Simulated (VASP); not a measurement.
# PbO (P4/nmm) in VASP: relaxation of cell and atoms with r2SCAN+rVV10

Aim: the relaxation of cell and atoms of PbO with r2SCAN+rVV10.

Everything below comes from runs of VASP 6.6.1. Logs are shortened: lines on timing, memory, paths and dates and some standing lists are left out, and cuts for length are marked.

### Step 1. The cell of the first run

It takes space group P4/nmm (No. 129, tetragonal). The conventional cell has a = 4.034 Å, b = 4.034 Å, c = 4.986 Å, α = 90.00°, β = 90.00°, γ = 90.00°. Within 3.1 Å of Pb (site symmetry 4mm) lie 4 O at 2.34 Å. Within 3.1 Å of O (site symmetry -4m2) lie 4 Pb at 2.34 Å and 4 O at 2.85 Å.

### Step 2. Relaxation of cell and atoms, r2SCAN+rVV10

The input, POSCAR:

```
PbO
1.0
    4.0339183796      0.0000000000      0.0000000000
    0.0000000000      4.0339183796      0.0000000000
    0.0000000000      0.0000000000      4.9855412971
Pb O
2 2
Direct
    0.0000000000      0.5000000000      0.2381014662
    0.5000000000      0.0000000000      0.7618985338
    0.5000000000      0.5000000000      0.0000000000
    0.0000000000      0.0000000000      0.0000000000
```

The input, INCAR.step1:

```
PREC = Accurate
ENCUT = 600
ISMEAR = -1
SIGMA = 0.02
LREAL = False
LASPH = True
NELM = 100
GGA = PE
ALGO = Normal
EDIFF = 1E-4
LWAVE = True
LCHARG = False
```

The input, INCAR.step2:

```
PREC = Accurate
ENCUT = 600
EDIFF = 1E-6
ISMEAR = -1
SIGMA = 0.02
LREAL = False
LASPH = True
NELM = 100
ALGO = Normal
ISIF = 3
LWAVE = False
LCHARG = False
METAGGA = R2SCAN
LMIXTAU = True
LUSE_VDW = True
IVDW_NL = 2
BPARAM = 11.95
CPARAM = 0.0093
IBRION = 2
NSW = 80
EDIFFG = -0.005
ISTART = 1
```

The input, KPOINTS:

```
Automatic mesh
0
Gamma
  6 6 6
```

Potentials or basis: VASP PAW PBE potentials, release 64 (Pb_d, O).

Launch:

```sh
> cat potpaw_PBE.64/Pb_d/POTCAR potpaw_PBE.64/O/POTCAR > POTCAR
> cp INCAR.step1 INCAR
> mpirun -np 1 vasp_std > vasp.out
> cp INCAR.step2 INCAR
> mpirun -np 1 vasp_std > vasp.out
```

OUTCAR:

```text
PREC = Accurate
   ENCUT = 600
   EDIFF = 1E-6
   ISMEAR = -1
   LREAL = False
   LASPH = True
   NELM = 100
   ISIF = 3
   METAGGA = R2SCAN
   IVDW_NL = 2
   BPARAM = 11.95
   IBRION = 2
   NSW = 80
   EDIFFG = -0.005
   ISTART = 1

 ion  position               nearest neighbor table
   1  0.000  0.500  0.238-   3 2.34   4 2.34   4 2.34   3 2.34   2 3.71   2 3.71   2 3.71   2 3.71
                             2 3.87   2 3.87   2 3.87   2 3.87
   2  0.500  0.000  0.762-   3 2.34   4 2.34   3 2.34   4 2.34   1 3.71   1 3.71   1 3.71   1 3.71
                             1 3.87   1 3.87   1 3.87   1 3.87
   3  0.500  0.500  0.000-   1 2.34   2 2.34   2 2.34   1 2.34
   4  0.000  0.000  0.000-   1 2.34   2 2.34   1 2.34   2 2.34

  LATTYP: Found a simple tetragonal cell.
 ALAT       =     4.0339183796
 C/A-ratio  =     1.2359053476

  Lattice vectors:

 A1 = (   4.0339183796,   0.0000000000,   0.0000000000)
 A2 = (   0.0000000000,   4.0339183796,   0.0000000000)
 A3 = (   0.0000000000,   0.0000000000,   4.9855412971)

Analysis of symmetry for initial positions (statically):
=====================================================================
 Subroutine PRICEL returns:
 Original cell was already a primitive cell.

 Routine SETGRP: Setting up the symmetry group for a
 simple tetragonal supercell.

 Subroutine GETGRP returns: Found 16 space group operations
 (whereof  8 operations were pure point group operations)
 out of a pool of 16 trial point group operations.

The static configuration has the point symmetry D_2d.
 The point group associated with its full space group is D_4h.

Analysis of symmetry for dynamics (positions and initial velocities):
=====================================================================
 Subroutine PRICEL returns:
 Original cell was already a primitive cell.

 Routine SETGRP: Setting up the symmetry group for a
 simple tetragonal supercell.

 Subroutine GETGRP returns: Found 16 space group operations
 (whereof  8 operations were pure point group operations)
 out of a pool of 16 trial point group operations.

The dynamic configuration has the point symmetry D_2d.
 The point group associated with its full space group is D_4h.

 Subroutine INISYM returns: Found 16 space group operations
 (whereof  8 operations are pure point group operations),
 and found     1 'primitive' translations

----------------------------------------------------------------------------------------

                                     Primitive cell

  volume of cell :      81.1272

  direct lattice vectors                    reciprocal lattice vectors
     4.033918380  0.000000000  0.000000000     0.247897926  0.000000000  0.000000000
     0.000000000  4.033918380  0.000000000     0.000000000  0.247897926  0.000000000
     0.000000000  0.000000000  4.985541297     0.000000000  0.000000000  0.200580025

  length of vectors
     4.033918380  4.033918380  4.985541297     0.247897926  0.247897926  0.200580025

  position of ions in fractional coordinates (direct lattice)
     0.000000000  0.500000000  0.238101466
     0.500000000  0.000000000  0.761898534
     0.500000000  0.500000000  0.000000000
     0.000000000  0.000000000  0.000000000

  ion indices of the primitive-cell ions
   primitive index   ion index
                 1           1
                 2           2
                 3           3
                 4           4

----------------------------------------------------------------------------------------

 KPOINTS: Automatic mesh

Automatic generation of k-mesh.
 Grid dimensions read from file:
 generate k-points for:    6    6    6

 Generating k-lattice:

  Cartesian coordinates                     Fractional coordinates (reciprocal lattice)
     0.041316321  0.000000000  0.000000000     0.166666667  0.000000000  0.000000000
     0.000000000  0.041316321  0.000000000     0.000000000  0.166666667  0.000000000
     0.000000000  0.000000000  0.033430004     0.000000000  0.000000000  0.166666667

  Length of vectors
     0.041316321  0.041316321  0.033430004

  Shift w.r.t. Gamma in fractional coordinates (k-lattice)
     0.000000000  0.000000000  0.000000000

 Subroutine IBZKPT returns following result:
 ===========================================

 Found     40 irreducible k-points:

 Following reciprocal coordinates:
            Coordinates               Weight
  0.000000  0.000000  0.000000      1.000000
  0.166667  0.000000  0.000000      4.000000
  0.333333  0.000000  0.000000      4.000000
  0.500000  0.000000  0.000000      2.000000
  0.166667  0.166667  0.000000      4.000000
  0.333333  0.166667  0.000000      8.000000
[... 16 lines left out ...]
  0.333333  0.000000  0.333333      8.000000
  0.500000  0.000000  0.333333      4.000000
 [... further k-points ...]
   k-points           NKPTS =     40   k-points in BZ     NKDIM =     40   number of bands    NBANDS=     24
   number of dos      NEDOS =    301   number of ions     NIONS =      4
   total plane-waves  NPLWV =  40960
   dimension x,y,z NGX =    32 NGY =   32 NGZ =   40
   dimension x,y,z NGXF=    64 NGYF=   64 NGZF=   80
   ions per type =               2   2
   NGX,Y,Z   is equivalent  to a cutoff of  13.19, 13.19, 13.34 a.u.
   NGXF,Y,Z  is equivalent  to a cutoff of  26.38, 26.38, 26.68 a.u.
 SYSTEM =  unknown system
   PREC   = accura    normal or accurate (medium, high low for compatibility)
   ISTART =      1    job   : 0-new  1-cont  2-samecut
   ICHARG =      0    charge: 1-file 2-atom 10-const
   ISPIN  =      1    spin polarized calculation?
   LNONCOLLINEAR =      F non collinear calculations
   LSORBIT =      F    spin-orbit coupling
   LASPH  =      T    aspherical Exc in radial PAW
   ENCUT  =  600.0 eV  44.10 Ry    6.64 a.u.   8.06  8.06  9.96*2*pi/ulx,y,z
   NELM   =    100;   NELMIN=  2; NELMDL=  0     # of ELM steps
   EDIFF  = 0.1E-05   stopping-criterion for ELM
   LREAL  =      F    real-space projection
   EDIFFG = -.5E-02   stopping-criterion for IOM
   NSW    =     80    number of steps for IOM
   IBRION =      2    ionic relax: 0-MD 1-quasi-New 2-CG
   NFREE  =      1    steps in history (QN), initial steepest desc. (CG)
   ISIF   =      3    stress and relaxation
   ISYM   =      2    0-nonsym 1-usesym 2-fastsym
   POTIM  = 0.5000    time-step for ionic-motion
   TEBEG  =    0.0;   TEEND  =   0.0 temperature during run
   PSTRESS=    0.0 pullay stress
   NELECT =      40.0000    total number of electrons
   NUPDOWN=      -1.0000    fix difference up-down
   EMIN   =  10.00;   EMAX   =-10.00  energy-range for DOS
   EFERMI =   0.00;   METHOD = LEGACY
   ISMEAR =    -1;   SIGMA  =   0.02  broadening in eV -4-tet -1-fermi 0-gaus
   EFERMI_NEDOS =   21; number of points for ismear=-14 and -15
   IALGO  =     38    algorithm
   IMIX   =      4    mixing-type and parameters
     AMIX     =   0.40;   BMIX     =  1.00
     AMIX_MAG =   1.60;   BMIX_MAG =  1.00
  volume/ion in A,a.u.               =      20.28       136.87
  Fermi-wavevector in a.u.,A,eV,Ry     =   1.293320  2.444020 22.758146  1.672677
  Thomas-Fermi vector in A             =   2.424973
   LORBIT       =      0    0 simple, 1 ext, 2 COOP (PROOUT), +10 PAW based schemes
   METAGGA = R2SCAN    functional components
   LHFCALC =     F    Hartree Fock is set to
   AEXX    =    0.0000 exact exchange contribution
   IVDW_NL    =     2    kernel type
   BPARAM     =11.9500
   IVDW    =     0    specifies the selected vdW correction
   LEPSILON=     F    determine dielectric tensor
   LRPA    =     F    only Hartree local field effects (RPA)
 conjugate gradient relaxation of ions
 non-spin polarized calculation
  energy-cutoff  :      600.00
  volume of cell :       81.13
 maximum number of plane-waves:      2752
   NGX = 17   NGY = 17   NGZ = 19

--------------------------------------- Ionic step        1  -------------------------------------------

 number of electron      40.0000012 magnetization

 Free energy of the ion-electron system (eV)
  ---------------------------------------------------
  ext. energy  EPLUGINS =         0.00000000
  ---------------------------------------------------
  free energy    TOTEN  =      -128.36619465 eV

  energy without entropy =     -128.36619465  energy(sigma->0) =     -128.36619465

------------------------ aborting loop because EDIFF is reached ----------------------------------------

  FORCE on cell =-STRESS in cart. coord.  units (eV):
  Direction    XX          YY          ZZ          XY          YZ          ZX
  --------------------------------------------------------------------------------------
  -------------------------------------------------------------------------------------
  Total       -1.1279507     -1.1279507     -0.7309668      0.0000000      0.0000000      0.0000000
  in kB      -22.2758447    -22.2758447    -14.4358285      0.0000000      0.0000000      0.0000000
  external PRESSURE =     -19.6625060 kB  Pullay stress =       0.0000000 kB
[... 175 lines left out ...]
  energy  without entropy=     -128.3787784560  energy(sigma->0) =     -128.37877846

--------------------------------------- Ionic step        6  -------------------------------------------

 number of electron      40.0000002 magnetization

 Free energy of the ion-electron system (eV)
  ---------------------------------------------------
  ext. energy  EPLUGINS =         0.00000000
  ---------------------------------------------------
  free energy    TOTEN  =      -128.37878189 eV

  energy without entropy =     -128.37878189  energy(sigma->0) =     -128.37878189

 E-fermi :   5.2758     XC(G=0): -10.5446

 val. band max:        4.8778786077   @ k =   0.0000   0.0000   0.0000
 cond. band min:       6.3547484974   @ k =   0.5000   0.5000   0.0000
 fundamental gap:      1.4768698897
 Fermi energy:         5.2757741524

 k-point     1 :       0.0000    0.0000    0.0000
  band No.  band energies     occupation
      1     -14.5141      2.00000
      2     -13.8945      2.00000
      3     -11.6282      2.00000
      4     -11.6282      2.00000
      5     -11.5598      2.00000
      6     -11.5484      2.00000
[... 637 lines left out ...]
     23      11.6856      0.00000
     24      11.6856      0.00000

 [... further k-points ...]

------------------------ aborting loop because EDIFF is reached ----------------------------------------

  FORCE on cell =-STRESS in cart. coord.  units (eV):
  Direction    XX          YY          ZZ          XY          YZ          ZX
  --------------------------------------------------------------------------------------
  -------------------------------------------------------------------------------------
  Total       -0.0062538     -0.0062538      0.0009064      0.0000000      0.0000000      0.0000000
  in kB       -0.1263781     -0.1263781      0.0183178      0.0000000      0.0000000      0.0000000
  external PRESSURE =      -0.0781461 kB  Pullay stress =       0.0000000 kB
[... 19 lines left out ...]
  FREE ENERGIE OF THE ION-ELECTRON SYSTEM (eV)
  ---------------------------------------------------
  free  energy   TOTEN  =      -128.3787818877 eV

  energy  without entropy=     -128.3787818877  energy(sigma->0) =     -128.37878189

 reached required accuracy - stopping structural energy minimisation
```

It took 12 min on 1 thread of AMD EPYC 9R45 (Zen 5), shared host; peak memory 0.39 GiB.

Results:

- Free energy: -128.3788 eV
- Relaxed volume: 19.82 Å³/atom
- Relaxed cell: a = 3.991 Å, b = 3.991 Å, c = 4.978 Å, α = 90.00°, β = 90.00°, γ = 90.00°
- Space group after relaxing (to 0.1 Å): P4/nmm (No. 129)
- Energy gained by relaxing: 3.1 meV/atom
- Ionic steps: 6
- Pressure after relaxing: 0.0 GPa
- Band gap on the k mesh: 1.48 eV (least direct gap 2.60 eV)

The path:
| step | energy change (eV) | largest force (eV/Å) | pressure (GPa) | volume (Å³) |
| --- | --- | --- | --- | --- |
| 1 | 0.0000 | 0.2560 | -1.97 | 81.13 |
| 2 | -0.0004 | 0.4367 | 1.94 | 78.24 |
| 3 | -0.0113 | 0.0844 | -0.08 | 79.64 |
| 4 | -0.0122 | 0.0437 | -0.05 | 79.47 |
| 5 | -0.0126 | 0.0094 | 0.00 | 79.26 |
| 6 | -0.0126 | 0.0017 | -0.01 | 79.28 |

Final structure:
```yaml
crystal:
  lattice:
    - [3.99093, 0.00000, 0.00000]
    - [0.00000, 3.99093, 0.00000]
    - [0.00000, 0.00000, 4.97775]
  atoms:
    - { symbol: Pb, position: [0.00000, 0.50000, 0.23828] }
    - { symbol: Pb, position: [0.50000, 0.00000, 0.76172] }
    - { symbol: O, position: [0.50000, 0.50000, 0.00000] }
    - { symbol: O, position: [0.00000, 0.00000, 0.00000] }
```

Levels at points of the mesh, in eV from the valence-band top:
```csv
k point,band 16,band 17,band 18,band 19,band 20,band 21,band 22,band 23,band 24
"(0.00, 0.00, 0.00)",-4.39,-1.79,-1.76,-1.76,0.00,2.81,5.93,5.99,5.99
"(0.50, 0.00, 0.00)",-3.27,-3.11,-3.11,-1.70,-1.70,3.77,3.77,7.07,7.07
"(0.50, 0.50, 0.00)",-3.51,-1.71,-1.71,-1.12,-1.12,1.48,1.48,5.67,5.67
"(0.00, 0.00, 0.50)",-4.22,-1.84,-1.78,-1.78,-0.96,2.30,4.32,4.32,4.43
"(0.50, 0.00, 0.50)",-3.77,-3.07,-3.07,-1.03,-1.03,3.41,3.41,6.71,6.71
"(0.50, 0.50, 0.50)",-3.97,-2.33,-2.33,-1.12,-1.12,3.78,3.78,5.26,5.26
```

Caveat: the PAW data sets were made with another functional, which shifts forces and pressure a little; spin-orbit coupling is left out, which moves the levels of the heavy elements. A k mesh can miss the band edges.
